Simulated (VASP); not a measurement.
Here is a VASP 6.6.1 calculation.

File INCAR:

```
SYSTEM = MgSe
METAGGA = R2SCAN ; ISMEAR = 0
SIGMA = 0.03 ; LWAVE = .FALSE.
LCHARG = .FALSE. ; NBANDS = 16
PREC = Accurate ; LASPH = .TRUE.
LREAL = .FALSE. ; ALGO = Normal
EDIFF = 1E-6 ; NELM = 120
GGA_COMPAT = .FALSE. ; ENCUT = 240
EFERMI = MIDGAP ; LMIXTAU = .TRUE.
```

File KPOINTS:

```
Automatic mesh
0
Gamma
  6 6 6
  0 0 0
```

KPOINTS_OPT

```
path GXWKGLUWLK,UX
12
line-mode
reciprocal
 0.0000000000  0.0000000000  0.0000000000  G
 0.5000000000  0.0000000000  0.5000000000  X

 0.5000000000  0.0000000000  0.5000000000  X
 0.5000000000  0.2500000000  0.7500000000  W

 0.5000000000  0.2500000000  0.7500000000  W
 0.3750000000  0.3750000000  0.7500000000  K

 0.3750000000  0.3750000000  0.7500000000  K
 0.0000000000  0.0000000000  0.0000000000  G

 0.0000000000  0.0000000000  0.0000000000  G
 0.5000000000  0.5000000000  0.5000000000  L

 0.5000000000  0.5000000000  0.5000000000  L
 0.6250000000  0.2500000000  0.6250000000  U

 0.6250000000  0.2500000000  0.6250000000  U
 0.5000000000  0.2500000000  0.7500000000  W

 0.5000000000  0.2500000000  0.7500000000  W
 0.5000000000  0.5000000000  0.5000000000  L

 0.5000000000  0.5000000000  0.5000000000  L
 0.3750000000  0.3750000000  0.7500000000  K

 0.6250000000  0.2500000000  0.6250000000  U
 0.5000000000  0.0000000000  0.5000000000  X
```

File POSCAR:

```
MgSe
1.0
    0.0000000000      2.7255000000      2.7255000000
    2.7255000000      0.0000000000      2.7255000000
    2.7255000000      2.7255000000      0.0000000000
Se Mg
1 1
Direct
    0.5000000000      0.5000000000      0.5000000000
    0.0000000000      0.0000000000      0.0000000000
```

Potentials or basis: VASP PAW PBE potentials, release 64 (Se, Mg).

Launch:

```console
$ cat potpaw_PBE.64/Se/POTCAR potpaw_PBE.64/Mg/POTCAR > POTCAR
$ mpirun -np 1 vasp_std > vasp.out
```

Task: Estimate the band gap along the path.

Result: 2.46 eV (least direct gap 3.49 eV).

Task: What does it give for the band gap on the k mesh?

Result: 2.46 eV (least direct gap 3.49 eV).

Levels at the corners of the path, in eV from the valence-band top:
| point | band 1 | band 2 | band 3 | band 4 | band 5 | band 6 | band 7 | band 8 |
| --- | --- | --- | --- | --- | --- | --- | --- | --- |
| Γ | -13.39 | 0.00 | 0.00 | 0.00 | 3.49 | 8.03 | 8.03 | 8.03 |
| X | -11.89 | -4.32 | -1.82 | -1.82 | 2.46 | 4.53 | 12.85 | 13.29 |
| X | -11.89 | -4.32 | -1.82 | -1.82 | 2.46 | 4.53 | 12.85 | 13.29 |
| W | -11.85 | -3.36 | -3.36 | -2.52 | 5.17 | 7.73 | 8.26 | 8.26 |
| W | -11.85 | -3.36 | -3.36 | -2.52 | 5.17 | 7.73 | 8.26 | 8.26 |
| K | -11.89 | -3.82 | -3.34 | -1.47 | 3.68 | 6.92 | 9.68 | 10.70 |
| K | -11.89 | -3.82 | -3.34 | -1.47 | 3.68 | 6.92 | 9.68 | 10.70 |
| Γ | -13.39 | 0.00 | 0.00 | 0.00 | 3.49 | 8.03 | 8.03 | 8.03 |
| Γ | -13.39 | 0.00 | 0.00 | 0.00 | 3.49 | 8.03 | 8.03 | 8.03 |
| L | -12.23 | -4.98 | -0.61 | -0.61 | 4.52 | 6.71 | 6.71 | 9.66 |
| L | -12.23 | -4.98 | -0.61 | -0.61 | 4.52 | 6.71 | 6.71 | 9.66 |
| U | -11.89 | -3.82 | -3.34 | -1.47 | 3.68 | 6.92 | 9.68 | 10.70 |
| U | -11.89 | -3.82 | -3.34 | -1.47 | 3.68 | 6.92 | 9.68 | 10.70 |
| W | -11.85 | -3.36 | -3.36 | -2.52 | 5.17 | 7.73 | 8.26 | 8.26 |
| W | -11.85 | -3.36 | -3.36 | -2.52 | 5.17 | 7.73 | 8.26 | 8.26 |
| L | -12.23 | -4.98 | -0.61 | -0.61 | 4.52 | 6.71 | 6.71 | 9.66 |
| L | -12.23 | -4.98 | -0.61 | -0.61 | 4.52 | 6.71 | 6.71 | 9.66 |
| K | -11.89 | -3.82 | -3.34 | -1.47 | 3.68 | 6.92 | 9.68 | 10.70 |
| U | -11.89 | -3.82 | -3.34 | -1.47 | 3.68 | 6.92 | 9.68 | 10.70 |
| X | -11.89 | -4.32 | -1.82 | -1.82 | 2.46 | 4.53 | 12.85 | 13.29 |

Caveat: the PAW data sets were made with another functional, which shifts forces and pressure a little. r2SCAN opens gaps a little over a GGA but as a rule still falls short of measured ones.
